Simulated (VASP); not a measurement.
# Sn2Se (P6/mmm) in VASP: notebook

Sn2Se is run at these levels: PBE; tasks: relaxation of cell and atoms, single point.

Program: VASP 6.6.1. These are calculated values, not measurements. Logs are shortened: lines on timing, memory, paths and dates and some standing lists are left out, and cuts for length are marked.

**1. The cell of the first run**

The structure is hexagonal, space group P6/mmm (No. 191). The conventional cell has a = 3.232 Å, b = 3.232 Å, c = 8.939 Å, α = 90.00°, β = 90.00°, γ = 120.00°. Within 3.7 Å of Sn (site symmetry 6mm) lie 1 Se at 2.82 Å and 7 Sn at 3.23 to 3.30 Å. Se (site symmetry 6/mmm) has 2 Sn at 2.82 Å and 6 Se at 3.23 Å within 3.7 Å.

**2. Relaxation of cell and atoms, PBE**

File INCAR:

```
PREC = Accurate
ENCUT = 600
EDIFF = 1E-6
ISMEAR = 0
SIGMA = 0.1
LREAL = False
LASPH = True
NELM = 60
ALGO = Normal
ISIF = 3
LWAVE = False
LCHARG = False
GGA = PE
IBRION = 2
NSW = 100
EDIFFG = -0.01
```

File KPOINTS:

```
Automatic mesh
0
Gamma
  18 18 6
```

File POSCAR:

```
Sn2Se
1.0
    3.2317942682      0.0000000000      0.0000000000
   -1.6158971341      2.7988159361      0.0000000000
    0.0000000000      0.0000000000      8.9392423558
Sn Se
2 1
Direct
    0.0000000000      0.0000000000      0.8156128557
    0.0000000000      0.0000000000      0.1843871443
    0.0000000000      0.0000000000      0.5000000000
```

Potentials or basis: VASP PAW PBE potentials, release 64 (Sn_d, Se).

On the command line:

```console
$ cat potpaw_PBE.64/Sn_d/POTCAR potpaw_PBE.64/Se/POTCAR > POTCAR
$ mpirun -np 1 vasp_std > vasp.out
```

OUTCAR:

```text
PREC = Accurate
   ENCUT = 600
   EDIFF = 1E-6
   ISMEAR = 0
   LREAL = False
   LASPH = True
   NELM = 60
   ISIF = 3
   GGA = PE
   IBRION = 2
   NSW = 100
   EDIFFG = -0.01

 ion  position               nearest neighbor table
   1  0.000  0.000  0.816-   3 2.82   2 3.30
   2  0.000  0.000  0.184-   3 2.82   1 3.30
   3  0.000  0.000  0.500-   1 2.82   2 2.82

  LATTYP: Found a hexagonal cell.
 ALAT       =     3.2317942682
 C/A-ratio  =     2.7660307600

  Lattice vectors:

 A1 = (   3.2317942682,   0.0000000000,   0.0000000000)
 A2 = (  -1.6158971341,   2.7988159361,   0.0000000000)
 A3 = (   0.0000000000,   0.0000000000,   8.9392423558)

Analysis of symmetry for initial positions (statically):
=====================================================================
 Subroutine PRICEL returns:
 Original cell was already a primitive cell.

 Routine SETGRP: Setting up the symmetry group for a
 hexagonal supercell.

 Subroutine GETGRP returns: Found 24 space group operations
 (whereof 24 operations were pure point group operations)
 out of a pool of 24 trial point group operations.

The static configuration has the point symmetry D_6h.

Analysis of symmetry for dynamics (positions and initial velocities):
=====================================================================
 Subroutine PRICEL returns:
 Original cell was already a primitive cell.

 Routine SETGRP: Setting up the symmetry group for a
 hexagonal supercell.

 Subroutine GETGRP returns: Found 24 space group operations
 (whereof 24 operations were pure point group operations)
 out of a pool of 24 trial point group operations.

The dynamic configuration has the point symmetry D_6h.

 Subroutine INISYM returns: Found 24 space group operations
 (whereof 24 operations are pure point group operations),
 and found     1 'primitive' translations

----------------------------------------------------------------------------------------

                                     Primitive cell

  volume of cell :      80.8572

  direct lattice vectors                    reciprocal lattice vectors
     3.231794268  0.000000000  0.000000000     0.309425637  0.178646975  0.000000000
    -1.615897134  2.798815936  0.000000000     0.000000000  0.357293950  0.000000000
     0.000000000  0.000000000  8.939242356     0.000000000  0.000000000  0.111866304

  length of vectors
     3.231794268  3.231794268  8.939242356     0.357293950  0.357293950  0.111866304

  position of ions in fractional coordinates (direct lattice)
     0.000000000  0.000000000  0.815612856
     0.000000000  0.000000000  0.184387144
     0.000000000  0.000000000  0.500000000

  ion indices of the primitive-cell ions
   primitive index   ion index
                 1           1
                 2           2
                 3           3

----------------------------------------------------------------------------------------

 KPOINTS: Automatic mesh

Automatic generation of k-mesh.
 Grid dimensions read from file:
 generate k-points for:   18   18    6

 Generating k-lattice:

  Cartesian coordinates                     Fractional coordinates (reciprocal lattice)
     0.017190313  0.009924832  0.000000000     0.055555556 -0.000000000  0.000000000
     0.000000000  0.019849664  0.000000000     0.000000000  0.055555556  0.000000000
     0.000000000  0.000000000  0.018644384     0.000000000  0.000000000  0.166666667

  Length of vectors
     0.019849664  0.019849664  0.018644384

  Shift w.r.t. Gamma in fractional coordinates (k-lattice)
     0.000000000  0.000000000  0.000000000

 Subroutine IBZKPT returns following result:
 ===========================================

 Found    148 irreducible k-points:

 Following reciprocal coordinates:
            Coordinates               Weight
  0.000000  0.000000  0.000000      1.000000
  0.055556  0.000000  0.000000      6.000000
  0.111111  0.000000  0.000000      6.000000
  0.166667  0.000000  0.000000      6.000000
  0.222222  0.000000  0.000000      6.000000
  0.277778  0.000000  0.000000      6.000000
[... 16 lines left out ...]
  0.333333  0.111111  0.000000     12.000000
  0.388889  0.111111  0.000000     12.000000
 [... further k-points ...]
   k-points           NKPTS =    148   k-points in BZ     NKDIM =    148   number of bands    NBANDS=     21
   number of dos      NEDOS =    301   number of ions     NIONS =      3
   total plane-waves  NPLWV =  56448
   dimension x,y,z NGX =    28 NGY =   28 NGZ =   72
   dimension x,y,z NGXF=    56 NGYF=   56 NGZF=  144
   ions per type =               2   1
   NGX,Y,Z   is equivalent  to a cutoff of  14.40, 14.40, 13.39 a.u.
   NGXF,Y,Z  is equivalent  to a cutoff of  28.81, 28.81, 26.78 a.u.
 SYSTEM =  unknown system
   PREC   = accura    normal or accurate (medium, high low for compatibility)
   ISTART =      0    job   : 0-new  1-cont  2-samecut
   ICHARG =      2    charge: 1-file 2-atom 10-const
   ISPIN  =      1    spin polarized calculation?
   LNONCOLLINEAR =      F non collinear calculations
   LSORBIT =      F    spin-orbit coupling
   LASPH  =      T    aspherical Exc in radial PAW
   ENCUT  =  600.0 eV  44.10 Ry    6.64 a.u.   6.45  6.45 17.85*2*pi/ulx,y,z
   NELM   =     60;   NELMIN=  2; NELMDL= -5     # of ELM steps
   EDIFF  = 0.1E-05   stopping-criterion for ELM
   LREAL  =      F    real-space projection
   EDIFFG = -.1E-01   stopping-criterion for IOM
   NSW    =    100    number of steps for IOM
   IBRION =      2    ionic relax: 0-MD 1-quasi-New 2-CG
   NFREE  =      1    steps in history (QN), initial steepest desc. (CG)
   ISIF   =      3    stress and relaxation
   ISYM   =      2    0-nonsym 1-usesym 2-fastsym
   POTIM  = 0.5000    time-step for ionic-motion
   TEBEG  =    0.0;   TEEND  =   0.0 temperature during run
   PSTRESS=    0.0 pullay stress
   NELECT =      34.0000    total number of electrons
   NUPDOWN=      -1.0000    fix difference up-down
   EMIN   =  10.00;   EMAX   =-10.00  energy-range for DOS
   EFERMI =   0.00;   METHOD = LEGACY
   ISMEAR =     0;   SIGMA  =   0.10  broadening in eV -4-tet -1-fermi 0-gaus
   EFERMI_NEDOS =   21; number of points for ismear=-14 and -15
   IALGO  =     38    algorithm
   IMIX   =      4    mixing-type and parameters
     AMIX     =   0.40;   BMIX     =  1.00
     AMIX_MAG =   1.60;   BMIX_MAG =  1.00
  volume/ion in A,a.u.               =      26.95       181.88
  Fermi-wavevector in a.u.,A,eV,Ry     =   1.226483  2.317717 20.466709  1.504261
  Thomas-Fermi vector in A             =   2.361482
   LORBIT       =      0    0 simple, 1 ext, 2 COOP (PROOUT), +10 PAW based schemes
   GGA     = PE    functional components
   LHFCALC =     F    Hartree Fock is set to
   AEXX    =    0.0000 exact exchange contribution
   IVDW    =     0    specifies the selected vdW correction
   LEPSILON=     F    determine dielectric tensor
   LRPA    =     F    only Hartree local field effects (RPA)
 conjugate gradient relaxation of ions
 non-spin polarized calculation
 Gauss-broadening in eV      SIGMA  =   0.10
  energy-cutoff  :      600.00
  volume of cell :       80.86
 maximum number of plane-waves:      2748
 NGX is ok and might be reduce to    28
   NGX = 13   NGY = 13   NGZ = 35

--------------------------------------- Ionic step        1  -------------------------------------------

 number of electron      33.9999997 magnetization

 Free energy of the ion-electron system (eV)
  ---------------------------------------------------
  ext. energy  EPLUGINS =         0.00000000
  ---------------------------------------------------
  free energy    TOTEN  =       -10.87177647 eV

  energy without entropy =      -10.86066753  energy(sigma->0) =      -10.86622200

------------------------ aborting loop because EDIFF is reached ----------------------------------------

  FORCE on cell =-STRESS in cart. coord.  units (eV):
  Direction    XX          YY          ZZ          XY          YZ          ZX
  --------------------------------------------------------------------------------------
  -------------------------------------------------------------------------------------
  Total        0.3172175      0.3172175     -0.1381328      0.0000000      0.0000000     -0.0000000
  in kB        6.2856323      6.2856323     -2.7370874      0.0000000      0.0000000     -0.0000000
  external PRESSURE =       3.2780591 kB  Pullay stress =       0.0000000 kB

 VOLUME and BASIS-vectors are now :
 -----------------------------------------------------------------------------
  energy-cutoff  :      600.00
  volume of cell :       80.86
      direct lattice vectors                 reciprocal lattice vectors
     3.231794268  0.000000000  0.000000000     0.309425637  0.178646975  0.000000000
    -1.615897134  2.798815936  0.000000000     0.000000000  0.357293950  0.000000000
     0.000000000  0.000000000  8.939242356     0.000000000  0.000000000  0.111866304
[... 260 lines left out ...]
 POSITION                                       TOTAL-FORCE (eV/Angst)
 -----------------------------------------------------------------------------------
     -1.62513      2.81481      7.25309        -0.000000      0.000000      0.025731
     -0.00000      0.00000      1.62053         0.000000     -0.000000     -0.025731
     -0.00000      0.00000      4.43681         0.000000      0.000000     -0.000000
 -----------------------------------------------------------------------------------
    total drift:                               -0.000000      0.000000      0.000000

  FREE ENERGIE OF THE ION-ELECTRON SYSTEM (eV)
  ---------------------------------------------------
  free  energy   TOTEN  =       -10.8758840762 eV

  energy  without entropy=      -10.8657888668  energy(sigma->0) =      -10.87083647

--------------------------------------- Ionic step        9  -------------------------------------------

 number of electron      33.9999993 magnetization

 Free energy of the ion-electron system (eV)
  ---------------------------------------------------
  ext. energy  EPLUGINS =         0.00000000
  ---------------------------------------------------
  free energy    TOTEN  =       -10.87603760 eV

  energy without entropy =      -10.86567399  energy(sigma->0) =      -10.87085579

 E-fermi :   6.3246     XC(G=0):  -9.9508

 val. band max:        6.3100400119   @ k =   0.3889   0.2222   0.1667
 cond. band min:       6.3535324404   @ k =   0.5000   0.0000   0.0000
 fundamental gap:      0.0434924284
 Fermi energy:         6.3246347836

 k-point     1 :       0.0000    0.0000    0.0000
  band No.  band energies     occupation
      1     -15.2924      2.00000
      2     -15.1938      2.00000
      3     -15.1935      2.00000
      4     -15.1935      2.00000
      5     -15.1896      2.00000
      6     -15.1896      2.00000
[... 13 lines left out ...]
     20      14.1347      0.00000
     21      14.4169      0.00000
[... 529 lines left out ...]
 k-point    24 :       0.3889    0.1111    0.0000
  band No.  band energies     occupation
      1     -15.2618      2.00000
      2     -15.2342      2.00000
      3     -15.1923      2.00000
      4     -15.1512      2.00000
      5     -15.1290      2.00000
      6     -15.1259      2.00000
[... 13 lines left out ...]
     20       8.8785      0.00000
     21       9.5392      0.00000

 [... further k-points ...]
[... 5 lines left out ...]
  --------------------------------------------------------------------------------------
  -------------------------------------------------------------------------------------
  Total        0.0210775      0.0210775      0.0254916      0.0000000     -0.0000000     -0.0000000
  in kB        0.4165460      0.4165460      0.5037801      0.0000000     -0.0000000     -0.0000000
  external PRESSURE =       0.4456240 kB  Pullay stress =       0.0000000 kB

 VOLUME and BASIS-vectors are now :
 -----------------------------------------------------------------------------
  energy-cutoff  :      600.00
  volume of cell :       81.07
      direct lattice vectors                 reciprocal lattice vectors
     3.247127139 -0.000000000 -0.000000000     0.307964535  0.177803407 -0.000000000
    -1.623563570  2.812094592  0.000000000    -0.000000000  0.355606815 -0.000000000
    -0.000000000  0.000000000  8.878446604     0.000000000 -0.000000000  0.112632316

 POSITION                                       TOTAL-FORCE (eV/Angst)
 -----------------------------------------------------------------------------------
      3.24713      0.00000      7.26175        -0.000000      0.000000      0.004918
     -0.00000      0.00000      1.61670         0.000000     -0.000000     -0.004918
     -0.00000      0.00000      4.43922        -0.000000      0.000000      0.000000
 -----------------------------------------------------------------------------------
    total drift:                                0.000000     -0.000000     -0.000000

  FREE ENERGIE OF THE ION-ELECTRON SYSTEM (eV)
  ---------------------------------------------------
  free  energy   TOTEN  =       -10.8760376029 eV

  energy  without entropy=      -10.8656739850  energy(sigma->0) =      -10.87085579

 reached required accuracy - stopping structural energy minimisation
```

It took 21 min on 1 thread of Intel Xeon 6975P-C, shared host; peak memory 0.46 GiB.

Results:

```yaml
Free_energy: -10.8760 eV
Relaxed_volume: 27.02 Å³/atom
Relaxed_cell: a = 3.247 Å, b = 3.247 Å, c = 8.878 Å, α = 90.00°, β = 90.00°, γ = 120.00°
Space_group_after_relaxing_to_0.05_Å: P6/mmm (No. 191)
Energy_gained_by_relaxing: 1.4 meV/atom
Ionic_steps: 9
Pressure_after_relaxing: 0.0 GPa
Largest_force_after_relaxing: 0.005 eV/Å
Band_gap_on_the_k_mesh: zero (band 17 reaches 7.93 eV, above the bottom of band 18 at 4.19 eV)
```

Forces on the atoms (eV/Å):
```
Sn   0.000  0.000  0.005
Sn   0.000  0.000 -0.005
Se   0.000  0.000  0.000
```

Step by step:
```csv
step,energy change (eV),largest force (eV/Å),pressure (GPa),volume (Å³)
1,0.0000,0.0992,0.33,80.86
2,-0.0028,0.0626,-0.07,81.50
3,-0.0031,0.0485,-0.23,81.74
4,-0.0037,0.0460,-0.03,81.41
5,-0.0037,0.0442,0.00,81.32
6,-0.0037,0.0420,0.06,81.16
7,-0.0037,0.0451,0.02,81.28
8,-0.0041,0.0257,0.03,81.18
9,-0.0043,0.0049,0.04,81.07
```

Final structure:
```yaml
crystal:
  lattice:
    - [3.24713, 0.00000, 0.00000]
    - [-1.62356, 2.81209, 0.00000]
    - [0.00000, 0.00000, 8.87845]
  atoms:
    - { symbol: Sn, position: [0.00000, 0.00000, 0.81791] }
    - { symbol: Sn, position: [0.00000, 0.00000, 0.18209] }
    - { symbol: Se, position: [0.00000, 0.00000, 0.50000] }
```

Levels at points of the mesh, in eV from the Fermi level:
| k point | band 14 | band 15 | band 16 | band 17 | band 18 | band 19 | band 20 | band 21 |
| --- | --- | --- | --- | --- | --- | --- | --- | --- |
| (0.00, 0.00, 0.00) | -3.60 | -2.54 | 1.60 | 1.60 | 4.36 | 7.81 | 7.81 | 8.09 |
| (0.50, 0.00, 0.00) | -5.03 | -3.26 | -3.03 | -1.11 | 0.03 | 0.72 | 4.19 | 4.79 |
| (0.00, 0.00, 0.50) | -5.30 | 0.79 | 1.27 | 1.61 | 1.61 | 7.52 | 7.52 | 8.10 |
| (0.50, 0.00, 0.50) | -4.53 | -3.94 | -2.90 | -2.34 | 0.04 | 3.38 | 3.61 | 3.89 |

Caveat: spin-orbit coupling is left out, which moves the levels of the heavy elements.

(Continued in part 2 of 2.)
